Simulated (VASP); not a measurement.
# PbI2 (P-3m1) in VASP: further runs, part 2 of 2

VASP 6.6.1. Earlier steps stand in the parts before.

## (5) Single point, PBE, non-collinear spin, zero start, spin-orbit coupling

The input, INCAR:

```
SYSTEM = PbI2
ALGO     = Normal         ! electronic algorithm
EDIFF    = 1E-6           ! SCF threshold, eV
ENCUT    = 500            ! plane-wave cutoff, eV
GGA      = PE             ! functional
GGA_COMPAT= .FALSE.      
ISIF     = 2              ! what is computed and relaxed
ISMEAR   = 0              ! smearing method
LASPH    = .TRUE.         ! aspherical terms in the spheres
LCHARG   = .FALSE.        ! write CHGCAR
LORBIT   = 11             ! projections on sites
LORBMOM  = .TRUE.       
LREAL    = .FALSE.        ! projectors in reciprocal space
LSORBIT  = .TRUE.         ! spin-orbit coupling
LWAVE    = .FALSE.        ! write WAVECAR
MAGMOM   = 0 0 0 0 0 0 0 0 0 ! initial moments
NBANDS   = 41             ! bands
NELM     = 200            ! most SCF steps
PREC     = Accurate       ! precision mode
SIGMA    = 0.01           ! smearing width, eV
```

The input, KPOINTS:

```
k-points
0
G
  6 6 2
  0 0 0
```

The input, POSCAR:

```
PbI2
1.0
    4.5657260523      0.0000000000      0.0000000000
   -2.2828630262      3.9540347480      0.0000000000
    0.0000000000      0.0000000000      7.0410821077
Pb I
1 2
Direct
    0.0000000000      0.0000000000      0.0000000000
    0.3333333333      0.6666666667      0.2667794128
    0.6666666667      0.3333333333      0.7332205872
```

Potentials or basis: VASP PAW PBE potentials, release 64 (Pb_d, I).

The run is started by

```bash
$ cat potpaw_PBE.64/Pb_d/POTCAR potpaw_PBE.64/I/POTCAR > POTCAR
$ mpirun -np 1 vasp_ncl > vasp.out
```

OUTCAR:

```text
SYSTEM = PbI2
   EDIFF = 1E-6
   ENCUT = 500
   GGA = PE
   ISIF = 2
   ISMEAR = 0
   LASPH = .TRUE.
   LORBIT = 11
   LREAL = .FALSE.
   LSORBIT = .TRUE.
   NELM = 200
   PREC = Accurate

 ion  position               nearest neighbor table
   1  0.000  0.000  0.000-   2 3.24   3 3.24   3 3.24   2 3.24   3 3.24   2 3.24
   2  0.333  0.667  0.267-   1 3.24   1 3.24   1 3.24
   3  0.667  0.333  0.733-   1 3.24   1 3.24   1 3.24

  LATTYP: Found a hexagonal cell.
 ALAT       =     4.5657260523
 C/A-ratio  =     1.5421604422

  Lattice vectors:

 A1 = (   4.5657260523,   0.0000000000,   0.0000000000)
 A2 = (  -2.2828630262,   3.9540347480,   0.0000000000)
 A3 = (   0.0000000000,   0.0000000000,   7.0410821077)

Analysis of symmetry for initial positions (statically):
=====================================================================
 Subroutine PRICEL returns:
 Original cell was already a primitive cell.

 Routine SETGRP: Setting up the symmetry group for a
 hexagonal supercell.

 Subroutine GETGRP returns: Found 12 space group operations
 (whereof 12 operations were pure point group operations)
 out of a pool of 24 trial point group operations.

The static configuration has the point symmetry D_3d.

Analysis of symmetry for dynamics (positions and initial velocities):
=====================================================================
 Subroutine PRICEL returns:
 Original cell was already a primitive cell.

 Routine SETGRP: Setting up the symmetry group for a
 hexagonal supercell.

 Subroutine GETGRP returns: Found 12 space group operations
 (whereof 12 operations were pure point group operations)
 out of a pool of 24 trial point group operations.

The dynamic configuration has the point symmetry D_3d.

Analysis of structural, dynamic, and magnetic symmetry:
=====================================================================
 Subroutine PRICEL returns:
 Original cell was already a primitive cell.

 Routine SETGRP: Setting up the symmetry group for a
 hexagonal supercell.

 Subroutine GETGRP returns: Found 12 space group operations
[... 797 lines left out ...]
            0.000   0.000   0.000

 orbital moment (y)

 # of ion     p       d       tot
 ----------------------------------------
  1         0.000   0.000   0.000
  2        -0.000   0.000  -0.000
  3        -0.000   0.000  -0.000
 ----------------------------------------
           -0.000   0.000  -0.000

 orbital moment (z)

 # of ion     p       d       tot
 ----------------------------------------
  1         0.000   0.000   0.000
  2         0.000   0.000   0.000
  3         0.000  -0.000  -0.000
 ----------------------------------------
            0.000   0.000   0.000

 Spin-Orbit-Coupling matrix elements

 Ion:    1  E_soc:     -0.8066294
 l=   1
     0.0000000    -0.0671526    -0.0673636
    -0.0671526     0.0000000    -0.0671526
    -0.0673636    -0.0671526     0.0000000
 l=   2
     0.0000000    -0.0134728     0.0000000    -0.0134728    -0.0537392
    -0.0134728     0.0000000    -0.0402445    -0.0135266    -0.0134728
     0.0000000    -0.0402445     0.0000000    -0.0402445     0.0000000
    -0.0134728    -0.0135266    -0.0402445     0.0000000    -0.0134728
    -0.0537392    -0.0134728     0.0000000    -0.0134728     0.0000000
 l=   3
     0.0000000     0.0000000     0.0000000     0.0000000     0.0000000     0.0000000     0.0000000
     0.0000000     0.0000000     0.0000000     0.0000000     0.0000000     0.0000000     0.0000000
     0.0000000     0.0000000     0.0000000     0.0000000     0.0000000     0.0000000     0.0000000
     0.0000000     0.0000000     0.0000000     0.0000000     0.0000000     0.0000000     0.0000000
[... 29 lines left out ...]
 l=   2
     0.0000000     0.0000012     0.0000000     0.0000012     0.0000047
     0.0000012     0.0000000     0.0000064     0.0000068     0.0000012
     0.0000000     0.0000064     0.0000000     0.0000064     0.0000000
     0.0000012     0.0000068     0.0000064     0.0000000     0.0000012
     0.0000047     0.0000012     0.0000000     0.0000012     0.0000000
 l=   3
     0.0000000     0.0000000     0.0000000     0.0000000     0.0000000     0.0000000     0.0000000
     0.0000000     0.0000000     0.0000000     0.0000000     0.0000000     0.0000000     0.0000000
     0.0000000     0.0000000     0.0000000     0.0000000     0.0000000     0.0000000     0.0000000
     0.0000000     0.0000000     0.0000000     0.0000000     0.0000000     0.0000000     0.0000000
     0.0000000     0.0000000     0.0000000     0.0000000     0.0000000     0.0000000     0.0000000
     0.0000000     0.0000000     0.0000000     0.0000000     0.0000000     0.0000000     0.0000000
     0.0000000     0.0000000     0.0000000     0.0000000     0.0000000     0.0000000     0.0000000

 total charge

# of ion       s       p       d       tot
------------------------------------------
    1        1.494   0.508   9.839  11.840
    2        1.516   2.761   0.011   4.288
    3        1.516   2.761   0.011   4.288
--------------------------------------------------
tot          4.525   6.030   9.861  20.416

 magnetization (x)

# of ion       s       p       d       tot
------------------------------------------
    1        0.000   0.000   0.000   0.000
    2       -0.000   0.000   0.000  -0.000
    3        0.000   0.000   0.000   0.000
--------------------------------------------------
tot         -0.000   0.000   0.000  -0.000

 magnetization (y)

# of ion       s       p       d       tot
------------------------------------------
    1        0.000  -0.000   0.000  -0.000
    2        0.000   0.000   0.000   0.000
    3        0.000   0.000   0.000   0.000
--------------------------------------------------
tot          0.000   0.000   0.000   0.000

 magnetization (z)

# of ion       s       p       d       tot
------------------------------------------
    1        0.000   0.000   0.000   0.000
    2        0.000   0.000   0.000   0.000
    3        0.000   0.000   0.000   0.000
--------------------------------------------------
tot          0.000   0.000   0.000   0.000
```

OSZICAR:

```text
N       E                     dE             d eps       ncg     rms          rms(c)
DAV:   1     0.253761792210E+03    0.25376E+03   -0.11212E+04  1148   0.119E+03
DAV:   2     0.220032216337E+02   -0.23176E+03   -0.22068E+03  1238   0.308E+02
DAV:   3    -0.778378008129E+01   -0.29787E+02   -0.29312E+02  1489   0.130E+02
DAV:   4    -0.931885879834E+01   -0.15351E+01   -0.15324E+01  1496   0.342E+01
DAV:   5    -0.937784737723E+01   -0.58989E-01   -0.58982E-01  1663   0.669E+00    0.549E+00
DAV:   6    -0.922872394145E+01    0.14912E+00   -0.20035E-01  1607   0.417E+00    0.349E+00
DAV:   7    -0.922639442185E+01    0.23295E-02   -0.79481E-02  1456   0.142E+00    0.229E+00
DAV:   8    -0.923177018099E+01   -0.53758E-02   -0.97298E-03  1614   0.742E-01    0.598E-01
DAV:   9    -0.923188479267E+01   -0.11461E-03   -0.24525E-03  1583   0.577E-01    0.147E-01
DAV:  10    -0.923201718477E+01   -0.13239E-03   -0.47266E-04  1424   0.117E-01    0.793E-02
DAV:  11    -0.923206110940E+01   -0.43925E-04   -0.45060E-05  1511   0.648E-02    0.252E-02
DAV:  12    -0.923209050083E+01   -0.29391E-04   -0.22958E-05  1268   0.285E-02    0.123E-02
DAV:  13    -0.923209428729E+01   -0.37865E-05   -0.36204E-06  1360   0.124E-02    0.321E-03
DAV:  14    -0.923209492659E+01   -0.63929E-06   -0.57763E-07   990   0.581E-03
   1 F= -.92320949E+01 E0= -.92320949E+01  d E =-.110561E-11  mag=    -0.0000     0.0000    -0.0000
```

Run time: 88 s. Hardware: 1 thread of AMD EPYC 9R45 (Zen 5), shared host; peak memory 0.52 GiB.

Results:

- Free energy: -9.2321 eV
- Pressure: 1.3 GPa
- Largest force: 0.071 eV/Å
- Net moment: 0.00 μB per cell
- Valence electrons inside the program's atomic spheres: Pb 11.84; I 4.29

Forces on the atoms (eV/Å):
```
Pb   0.000  0.000  0.000
I    0.000  0.000  0.071
I    0.000  0.000 -0.071
```

Moments on the atoms (μB; x, y, z):
```
Pb  0.00 0.00 0.00
I   0.00 0.00 0.00
I   0.00 0.00 0.00
```

Caveat: the k points lie up to 0.45 Å⁻¹ apart; this functional lacks dispersion, which binds the layers, so the pressure and a relaxed spacing across them are unreliable.

## (6) Overview

| level | spin | k mesh | cutoff (eV) | gap on the mesh (eV) | pressure (GPa) | largest force (eV/Å) |
| --- | --- | --- | --- | --- | --- | --- |
| PBE | off | 6 × 6 × 4 | 500 | 2.23 | 1.2 | 0.05 |
| r2SCAN | off | 6 × 6 × 4 | 550 | 2.62 | 0.7 | - |
| PBE | non-collinear, zero start, SOC | 6 × 6 × 2 | 500 | - | 1.3 | 0.07 |

Alike in all rows: task single point; potentials or basis VASP PAW PBE potentials, release 64 (Pb_d, I); cell as given; smearing gaussian 0.01 eV.

Caveats: some runs use coarse meshes; spin-orbit coupling is left out, which moves the levels of the heavy elements (at least some runs); this functional lacks dispersion, which binds the layers, so the pressure and a relaxed spacing across them are unreliable (at least some runs); the PAW data sets were made with another functional, which shifts forces and pressure a little (at least some runs).

Total energies depend on the potentials used, so only differences within one code and one set of settings carry meaning.
